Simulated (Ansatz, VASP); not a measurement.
## Two plane-wave programs on InO

```xyz
4
Lattice="3.4496 0.0000 0.0000 -1.7248 2.9874 0.0000 0.0000 0.0000 15.8669" Properties=species:S:1:pos:R:3 pbc="T T T"
In    1.7248    0.9958    9.3621
In    1.7248    0.9958    6.5048
O     0.0000    0.0000   10.1501
O     0.0000    0.0000    5.7168
```

Alike in both runs: functional PBE; k mesh 12 × 12 × 4; occupations gaussian, width 0.02 eV; no spin polarisation.

Ansatz relaxed the structure, and its values are those at the end. VASP's run is a single point on that final structure, the one shown.

|  | VASP | Ansatz |
| --- | --- | --- |
| version | VASP 6.6.1 | Ansatz 0.2.0 |
| potentials or method | VASP PAW PBE potentials, release 64 (In_d, O), cutoff 520 eV | scalar-relativistic, plane waves, PAW |
| valence electrons in the cell | 38 | 38 |

```tsv
	VASP	Ansatz	Ansatz less VASP
gap on the k mesh at the Fermi level (eV)	0.35	0.36	+0.013
least direct gap on the mesh (eV)	1.10	1.11	+0.011
rms of the force components (eV/Å)	0.020	0.000	-0.0196
```
